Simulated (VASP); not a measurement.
# Pt (Fm-3m) in VASP: settings compared

Pt is run at these levels: PBE0, PBEsol, HSE06; tasks: single point.

All numbers are computed with VASP 6.6.1; they aren't measurements. Logs are shortened: lines on timing, memory, paths and dates and some standing lists are left out, and cuts for length are marked.

### Step 1. The cell of the first run

The structure is cubic, space group Fm-3m (No. 225). Conventional cell: a = 3.895 Å, b = 3.895 Å, c = 3.895 Å, α = 90.00°, β = 90.00°, γ = 90.00°. Pt (site symmetry m-3m) has 12 Pt at 2.75 Å within 3.6 Å.

### Step 2. Single point, PBE0

File POSCAR:

```
Pt
1.0
    0.0000000000      1.9477392008      1.9477392008
    1.9477392008      0.0000000000      1.9477392008
    1.9477392008      1.9477392008      0.0000000000
Pt
1
Direct
    0.0000000000      0.0000000000      0.0000000000
```

File INCAR.step1:

```
ALGO     = Normal         # electronic algorithm
EDIFF    = 1E-5           # SCF threshold, eV
ENCUT    = 520            # plane-wave cutoff, eV
GGA      = PE             # functional
ISIF     = 2              # what is computed and relaxed
ISMEAR   = -1             # smearing method
LASPH    = True           # aspherical terms in the spheres
LCHARG   = False          # write CHGCAR
LREAL    = False          # projectors in reciprocal space
LWAVE    = True           # write WAVECAR
NBANDS   = 11             # bands
NELM     = 80             # most SCF steps
PREC     = Accurate       # precision mode
SIGMA    = 0.05           # smearing width, eV
```

File INCAR.step2:

```
AEXX     = 0.25           # exact-exchange fraction
ALGO     = Normal         # electronic algorithm
EDIFF    = 1E-6           # SCF threshold, eV
ENCUT    = 520            # plane-wave cutoff, eV
GGA      = PE             # functional
ISIF     = 2              # what is computed and relaxed
ISMEAR   = -1             # smearing method
ISTART   = 1            
LASPH    = True           # aspherical terms in the spheres
LCHARG   = False          # write CHGCAR
LHFCALC  = True           # exact exchange
LREAL    = False          # projectors in reciprocal space
LWAVE    = False          # write WAVECAR
NBANDS   = 11             # bands
NELM     = 80             # most SCF steps
PREC     = Accurate       # precision mode
PRECFOCK = Normal       
SIGMA    = 0.05           # smearing width, eV
```

File KPOINTS:

```
k-points
0
Gamma
  8 8 8
```

Potentials or basis: VASP PAW PBE potentials, release 64 (Pt).

Launch:

```console
$ cat potpaw_PBE.64/Pt/POTCAR > POTCAR
$ cp INCAR.step1 INCAR
$ mpirun -np 1 vasp_std > vasp.out
$ cp INCAR.step2 INCAR
$ mpirun -np 1 vasp_std > vasp.out
```

OUTCAR:

```text
AEXX = 0.25
   EDIFF = 1E-6
   ENCUT = 520
   GGA = PE
   ISIF = 2
   ISMEAR = -1
   ISTART = 1
   LASPH = True
   LHFCALC = True
   LREAL = False
   NELM = 80
   PREC = Accurate
   PRECFOCK = Normal

 ion  position               nearest neighbor table
   1  0.000  0.000  0.000-

  LATTYP: Found a face centered cubic cell.
 ALAT       =     3.8954784016

  Lattice vectors:

 A1 = (   0.0000000000,   1.9477392008,   1.9477392008)
 A2 = (   1.9477392008,   0.0000000000,   1.9477392008)
 A3 = (   1.9477392008,   1.9477392008,   0.0000000000)

Analysis of symmetry for initial positions (statically):
=====================================================================
 Subroutine PRICEL returns:
 Original cell was already a primitive cell.

 Routine SETGRP: Setting up the symmetry group for a
 face centered cubic supercell.

 Subroutine GETGRP returns: Found 48 space group operations
 (whereof 48 operations were pure point group operations)
 out of a pool of 48 trial point group operations.

The static configuration has the point symmetry O_h .

Analysis of symmetry for dynamics (positions and initial velocities):
=====================================================================
 Subroutine PRICEL returns:
 Original cell was already a primitive cell.

 Routine SETGRP: Setting up the symmetry group for a
 face centered cubic supercell.

 Subroutine GETGRP returns: Found 48 space group operations
 (whereof 48 operations were pure point group operations)
 out of a pool of 48 trial point group operations.

The dynamic configuration has the point symmetry O_h .

 Subroutine INISYM returns: Found 48 space group operations
 (whereof 48 operations are pure point group operations),
 and found     1 'primitive' translations

----------------------------------------------------------------------------------------

                                     Primitive cell

  volume of cell :      14.7782

  direct lattice vectors                    reciprocal lattice vectors
     0.000000000  1.947739201  1.947739201    -0.256707879  0.256707879  0.256707879
     1.947739201  0.000000000  1.947739201     0.256707879 -0.256707879  0.256707879
     1.947739201  1.947739201  0.000000000     0.256707879  0.256707879 -0.256707879

  length of vectors
     2.754519194  2.754519194  2.754519194     0.444631090  0.444631090  0.444631090

  position of ions in fractional coordinates (direct lattice)
     0.000000000  0.000000000  0.000000000

  ion indices of the primitive-cell ions
   primitive index   ion index
                 1           1

----------------------------------------------------------------------------------------

 KPOINTS: k-points

Automatic generation of k-mesh.
 Grid dimensions read from file:
 generate k-points for:    8    8    8

 Generating k-lattice:

  Cartesian coordinates                     Fractional coordinates (reciprocal lattice)
    -0.032088485  0.032088485  0.032088485     0.125000000  0.000000000  0.000000000
     0.032088485 -0.032088485  0.032088485     0.000000000  0.125000000  0.000000000
     0.032088485  0.032088485 -0.032088485     0.000000000  0.000000000  0.125000000

  Length of vectors
     0.055578886  0.055578886  0.055578886

  Shift w.r.t. Gamma in fractional coordinates (k-lattice)
     0.000000000  0.000000000  0.000000000

 Subroutine IBZKPT returns following result:
 ===========================================

 Found     29 irreducible k-points:

 Following reciprocal coordinates:
            Coordinates               Weight
  0.000000  0.000000  0.000000      1.000000
  0.125000  0.000000  0.000000      8.000000
  0.250000  0.000000  0.000000      8.000000
  0.375000  0.000000  0.000000      8.000000
  0.500000  0.000000  0.000000      4.000000
  0.125000  0.125000  0.000000      6.000000
[... 16 lines left out ...]
  0.500000  0.250000  0.125000     48.000000
 -0.375000  0.250000  0.125000     24.000000
 [... further k-points ...]
   k-points           NKPTS =     29   k-points in BZ     NKDIM =    512   number of bands    NBANDS=     11
   number of dos      NEDOS =    301   number of ions     NIONS =      1
   total plane-waves  NPLWV =   8000
   dimension x,y,z NGX =    20 NGY =   20 NGZ =   20
   dimension x,y,z NGXF=    40 NGYF=   40 NGZF=   40
   ions per type =               1
   NGX,Y,Z   is equivalent  to a cutoff of  12.07, 12.07, 12.07 a.u.
   NGXF,Y,Z  is equivalent  to a cutoff of  24.14, 24.14, 24.14 a.u.
 SYSTEM =  unknown system
   PREC   = accura    normal or accurate (medium, high low for compatibility)
   ISTART =      1    job   : 0-new  1-cont  2-samecut
   ICHARG =      0    charge: 1-file 2-atom 10-const
   ISPIN  =      1    spin polarized calculation?
   LNONCOLLINEAR =      F non collinear calculations
   LSORBIT =      F    spin-orbit coupling
   LASPH  =      T    aspherical Exc in radial PAW
   ENCUT  =  520.0 eV  38.22 Ry    6.18 a.u.   5.12  5.12  5.12*2*pi/ulx,y,z
   NELM   =     80;   NELMIN=  2; NELMDL=  0     # of ELM steps
   EDIFF  = 0.1E-05   stopping-criterion for ELM
   LREAL  =      F    real-space projection
   EDIFFG = 0.1E-04   stopping-criterion for IOM
   NSW    =      0    number of steps for IOM
   IBRION =     -1    ionic relax: 0-MD 1-quasi-New 2-CG
   NFREE  =      0    steps in history (QN), initial steepest desc. (CG)
   ISIF   =      2    stress and relaxation
   ISYM   =      3    0-nonsym 1-usesym 2-fastsym
   POTIM  = 0.5000    time-step for ionic-motion
   TEBEG  =    0.0;   TEEND  =   0.0 temperature during run
   PSTRESS=    0.0 pullay stress
   NELECT =      10.0000    total number of electrons
   NUPDOWN=      -1.0000    fix difference up-down
   EMIN   =  10.00;   EMAX   =-10.00  energy-range for DOS
   EFERMI =   0.00;   METHOD = LEGACY
   ISMEAR =    -1;   SIGMA  =   0.05  broadening in eV -4-tet -1-fermi 0-gaus
   EFERMI_NEDOS =   21; number of points for ismear=-14 and -15
   IALGO  =     38    algorithm
   IMIX   =      1    mixing-type and parameters
     AMIX     =   0.40;   BMIX     =  1.00
     AMIX_MAG =   1.60;   BMIX_MAG =  1.00
  volume/ion in A,a.u.               =      14.78        99.73
  Fermi-wavevector in a.u.,A,eV,Ry     =   1.437256  2.716019 28.105607  2.065704
  Thomas-Fermi vector in A             =   2.556353
   LORBIT       =      0    0 simple, 1 ext, 2 COOP (PROOUT), +10 PAW based schemes
   GGA     = PE    functional components
   LHFCALC =     T    Hartree Fock is set to
   PRECFOCK=normal    Normal, Fast or Accurate (Low or Medium for compatibility)
   ENCUT4O =  -1.0   cutoff for four orbital integrals eV
   NKREDX  =     1    reduce k-point grid by
   NKREDY  =     1    reduce k-point grid by
   NKREDZ  =     1    reduce k-point grid by
   AEXX    =    0.2500 exact exchange contribution
   HFSCREEN=    0.0000 screening length (either q_TF or 0.3 A-1)
   HFSCREENC=   0.0000 screening length for correlation (either q_TF or 0.3 A-1)
   ENCUTFOCK=  -1.0 apply spherical cutoff to Coloumb kernel
   IVDW    =     0    specifies the selected vdW correction
   LEPSILON=     F    determine dielectric tensor
   LRPA    =     F    only Hartree local field effects (RPA)
 non-spin polarized calculation
  energy-cutoff  :      520.00
  volume of cell :       14.78
 maximum number of plane-waves:       415
  NGX = 16; NGY = 16; NGZ = 16

 number of electron      10.0000000 magnetization

 Free energy of the ion-electron system (eV)
  ---------------------------------------------------
  ext. energy  EPLUGINS =         0.00000000
  ---------------------------------------------------
  free energy    TOTEN  =        -7.37455755 eV

  energy without entropy =       -7.37237585  energy(sigma->0) =       -7.37346670

 E-fermi :  10.8127     XC(G=0): -10.6607

 val. band max:       10.6958688423   @ k =  -0.2500   0.1250   0.0000
 cond. band min:      11.1594873005   @ k =   0.3750   0.2500   0.1250
 fundamental gap:      0.4636184582
 Fermi energy:        10.8126682055

 k-point     1 :       0.0000    0.0000    0.0000
  band No.  band energies     occupation
      1      -0.6153      2.00000
      2       6.1063      2.00000
      3       6.1063      2.00000
      4       6.1063      2.00000
      5       8.3177      2.00000
      6       8.3177      2.00000
      7      27.4121      0.00000
      8      32.7328      0.00000
      9      32.7328      0.00000
     10      32.7328      0.00000
     11      38.1097      0.00000

 k-point     2 :       0.1250    0.0000    0.0000
  band No.  band energies     occupation
      1       0.0793      2.00000
      2       5.8557      2.00000
      3       6.3596      2.00000
      4       6.3596      2.00000
      5       8.2288      2.00000
      6       8.2288      2.00000
      7      28.3813      0.00000
      8      30.1636      0.00000
      9      33.7437      0.00000
     10      33.7437      0.00000
     11      39.8235      0.00000

 k-point     3 :       0.2500    0.0000    0.0000
  band No.  band energies     occupation
      1       1.6410      2.00000
      2       5.8732      2.00000
      3       6.4749      2.00000
      4       6.4749      2.00000
      5       8.6962      2.00000
      6       8.6962      2.00000
      7      26.2906      0.00000
      8      29.3447      0.00000
      9      36.1098      0.00000
     10      36.1098      0.00000
     11      36.9649      0.00000

 k-point     4 :       0.3750    0.0000    0.0000
  band No.  band energies     occupation
      1       2.3255      2.00000
      2       6.1170      2.00000
      3       6.1170      2.00000
      4       8.0693      2.00000
      5      10.0169      2.00000
      6      10.0169      2.00000
      7      21.6916      0.00000
      8      27.7143      0.00000
      9      33.8042      0.00000
     10      33.8042      0.00000
     11      39.9541      0.00000

 k-point     5 :       0.5000    0.0000    0.0000
  band No.  band energies     occupation
      1       2.3147      2.00000
      2       5.9334      2.00000
      3       5.9334      2.00000
      4      10.4063      1.99941
      5      11.2409      0.00038
      6      11.2409      0.00038
      7      18.6346      0.00000
      8      26.9420      0.00000
      9      32.2576      0.00000
     10      32.2576      0.00000
     11      42.0623      0.00000
[... 211 lines left out ...]
 k-point    21 :       0.5000    0.5000    0.0000
  band No.  band energies     occupation
      1       2.3828      2.00000
      2       2.9554      2.00000
      3      10.2729      1.99996
      4      11.9723      0.00000
      5      11.9723      0.00000
      6      13.5141      0.00000
      7      21.9799      0.00000
      8      24.2059      0.00000
      9      24.2059      0.00000
     10      33.4890      0.00000
     11      36.9994      0.00000

 k-point    22 :       0.3750    0.2500    0.1250
  band No.  band energies     occupation
      1       3.0485      2.00000
      2       4.6659      2.00000
      3       6.0192      2.00000
      4       8.0176      2.00000
      5       8.0950      2.00000
      6      11.1595      0.00194
      7      26.5876      0.00000
      8      28.9592      0.00000
      9      31.0918      0.00000
     10      33.3877      0.00000
     11      38.0497      0.00000

 k-point    23 :       0.5000    0.2500    0.1250
  band No.  band energies     occupation
      1       3.7454      2.00000
      2       5.1474      2.00000
      3       5.6388      2.00000
      4       7.6053      2.00000
      5       9.7533      2.00000
      6      13.7805      0.00000
      7      22.1735      0.00000
      8      27.5170      0.00000
      9      29.2523      0.00000
     10      33.8445      0.00000
     11      37.7250      0.00000

 k-point    24 :      -0.3750    0.2500    0.1250
  band No.  band energies     occupation
      1       3.7331      2.00000
      2       4.8697      2.00000
      3       6.6652      2.00000
      4       7.2808      2.00000
      5      10.5036      1.99587
      6      16.5992      0.00000
      7      18.2694      0.00000
      8      27.9128      0.00000
      9      28.0437      0.00000
     10      32.3885      0.00000
     11      39.7369      0.00000

 [... further k-points ...]
[... 5 lines left out ...]
  --------------------------------------------------------------------------------------
  -------------------------------------------------------------------------------------
  Total        0.5585224      0.5585224      0.5585224      0.0000000      0.0000000      0.0000000
  in kB       60.5520366     60.5520366     60.5520366      0.0000000      0.0000000      0.0000000
  external PRESSURE =      60.5520366 kB  Pullay stress =       0.0000000 kB

 VOLUME and BASIS-vectors are now :
 -----------------------------------------------------------------------------
  energy-cutoff  :      520.00
  volume of cell :       14.78
      direct lattice vectors                 reciprocal lattice vectors
     0.000000000  1.947739201  1.947739201    -0.256707879  0.256707879  0.256707879
     1.947739201  0.000000000  1.947739201     0.256707879 -0.256707879  0.256707879
     1.947739201  1.947739201  0.000000000     0.256707879  0.256707879 -0.256707879

 POSITION                                       TOTAL-FORCE (eV/Angst)
 -----------------------------------------------------------------------------------
      0.00000      0.00000      0.00000         0.000000     -0.000000      0.000000
 -----------------------------------------------------------------------------------
    total drift:                                0.000000      0.000000      0.000000

  FREE ENERGIE OF THE ION-ELECTRON SYSTEM (eV)
  ---------------------------------------------------
  free  energy   TOTEN  =        -7.3745575453 eV

  energy  without entropy=       -7.3723758524  energy(sigma->0) =       -7.37346670
```

Run time: 17 min. Hardware: 1 thread of Intel Xeon Platinum 8375C at 2.90GHz (Ice Lake), shared host; peak memory 0.15 GiB.

Results:

```
Free energy            : -7.3746 eV
Pressure               : 6.1 GPa
Band gap on the k mesh : zero (band 5 reaches 12.02 eV, above the bottom of band 6 at 8.23 eV)
```

Levels at points of the mesh, in eV from the Fermi level:
| k point | band 1 | band 2 | band 3 | band 4 | band 5 | band 6 | band 7 | band 8 | band 9 | band 10 |
| --- | --- | --- | --- | --- | --- | --- | --- | --- | --- | --- |
| (0.00, 0.00, 0.00) | -11.43 | -4.71 | -4.71 | -4.71 | -2.49 | -2.49 | 16.60 | 21.92 | 21.92 | 21.92 |
| (0.50, 0.00, 0.00) | -8.50 | -4.88 | -4.88 | -0.41 | 0.43 | 0.43 | 7.82 | 16.13 | 21.44 | 21.44 |
| (0.50, 0.50, 0.00) | -8.43 | -7.86 | -0.54 | 1.16 | 1.16 | 2.70 | 11.17 | 13.39 | 13.39 | 22.68 |

Caveat: the PAW data sets were made with another functional, which shifts forces and pressure a little; spin-orbit coupling is left out, which moves the levels of the heavy elements.

### Step 3. Single point, PBEsol, non-collinear spin, zero start, spin-orbit coupling

This run uses another cell than the first one, of 15.08 Å³/atom, 1.020 times its volume.

File INCAR:

```
SYSTEM = Pt
PREC = Accurate
ENCUT = 520
EDIFF = 1E-6
ISMEAR = -1
SIGMA = 0.05
LREAL = .False.
LASPH = .True.
NELM = 150
ALGO = Fast
ISIF = 2
LWAVE = .False.
LCHARG = .False.
LNONCOLLINEAR = .True.
MAGMOM = 0 0 0
LORBIT = 11
LSORBIT = .True.
GGA_COMPAT = .False.
LORBMOM = .True.
LMAXMIX = 4
GGA = PS
NBANDS = 21
```

File KPOINTS:

```
Automatic mesh
0
Gamma
  12 12 12
  0 0 0
```

File POSCAR:

```
Pt
1.0
    0.0000000000      1.9609000000      1.9609000000
    1.9609000000      0.0000000000      1.9609000000
    1.9609000000      1.9609000000      0.0000000000
Pt
1
Direct
    0.0000000000      0.0000000000      0.0000000000
```

Potentials or basis: VASP PAW PBE potentials, release 64 (Pt).

Launch:

```console
$ cat potpaw_PBE.64/Pt/POTCAR > POTCAR
$ mpirun -np 1 vasp_ncl > vasp.out
```

Wall time 51 s (1 thread of Intel Xeon Platinum 8375C at 2.90GHz (Ice Lake), shared host); peak memory 0.21 GiB.

It converged, with:

- Free energy: -7.3696 eV
- Pressure: -0.5 GPa
- Net moment: 0.00 μB per cell
- Valence electrons inside the program's atomic spheres: Pt 9.29

Moments on the atoms (μB; x, y, z):
```
Pt  0.00 0.00 0.00
```

Caveat: the PAW data sets were made with another functional, which shifts forces and pressure a little.

### Step 4. Single point, HSE06

This run uses another cell than the first one, of 14.48 Å³/atom, 0.980 times its volume.

File POSCAR:

```
Pt
1.0
    0.0000000000      1.9343981026      1.9343981026
    1.9343981026      0.0000000000      1.9343981026
    1.9343981026      1.9343981026      0.0000000000
Pt
1
Direct
    0.0000000000      0.0000000000      0.0000000000
```

File INCAR.step1:

```
PREC = Accurate ; ENCUT = 520
EDIFF = 1E-5 ; ISMEAR = -1
SIGMA = 0.05 ; LREAL = False
LASPH = True ; NELM = 60
ALGO = Normal ; ISIF = 2
LWAVE = True ; LCHARG = False
GGA = PE ; NBANDS = 11
```

File INCAR.step2:

```
PREC = Accurate ; ENCUT = 520
EDIFF = 1E-6 ; ISMEAR = -1
SIGMA = 0.05 ; LREAL = False
LASPH = True ; NELM = 60
ALGO = Normal ; ISIF = 2
LWAVE = False ; LCHARG = False
GGA = PE ; LHFCALC = True
HFSCREEN = 0.2079 ; PRECFOCK = Normal
ISTART = 1 ; NBANDS = 11
```

File KPOINTS:

```
regular mesh
0
Gamma
  8 8 8
```

Launch:

```console
$ cat potpaw_PBE.64/Pt/POTCAR > POTCAR
$ cp INCAR.step1 INCAR
$ mpirun -np 1 vasp_std > vasp.out
$ cp INCAR.step2 INCAR
$ mpirun -np 1 vasp_std > vasp.out
```

It took 25 min on 1 thread of AMD EPYC 7R13 (Zen 3), shared host; peak memory 0.21 GiB.

It converged, with:

| Property | Result |
| --- | --- |
| Free energy | -6.8504 eV |
| Pressure | 13.2 GPa |
| Band gap on the k mesh | zero (band 5 reaches 12.13 eV, above the bottom of band 6 at 8.96 eV) |

Levels at points of the mesh, in eV from the Fermi level:
```
           k point  band 2  band 3  band 4  band 5  band 6  band 7  band 8  band 9
(0.00, 0.00, 0.00)   -4.56   -4.56   -4.56   -2.27   -2.27   16.04   21.47   21.47
(0.50, 0.00, 0.00)   -4.74   -4.74   -0.34    0.07    0.07    7.48   15.58   21.06
(0.50, 0.50, 0.00)   -7.80   -0.29    0.79    0.79    2.27   10.88   12.95   12.95
```

Caveat: the PAW data sets were made with another functional, which shifts forces and pressure a little; spin-orbit coupling is left out, which moves the levels of the heavy elements.

### Step 5. Overview

```tsv
level	spin	cell	k mesh	grid for exact exchange (PRECFOCK)	screening parameter	gap on the mesh (eV)	pressure (GPa)
PBE0	off	a = 2.755 Å, angles 60.0°, 1 atom	8 × 8 × 8	Normal	-	none	6.1
PBEsol	non-collinear, zero start, SOC	a = 2.773 Å, angles 60.0°, 1 atom	12 × 12 × 12	-	-	-	-0.5
HSE06	off	a = 2.736 Å, angles 60.0°, 1 atom	8 × 8 × 8	Normal	0.2079 1/Å	none	13.2
```

Alike in all rows: task single point; potentials or basis VASP PAW PBE potentials, release 64 (Pt); cutoff (eV) 520; smearing fermi-dirac 0.05 eV.

Caveats: the PAW data sets were made with another functional, which shifts forces and pressure a little; spin-orbit coupling is left out, which moves the levels of the heavy elements (some runs).

Total energies depend on the potentials used, so only differences within one code and one set of settings carry meaning.
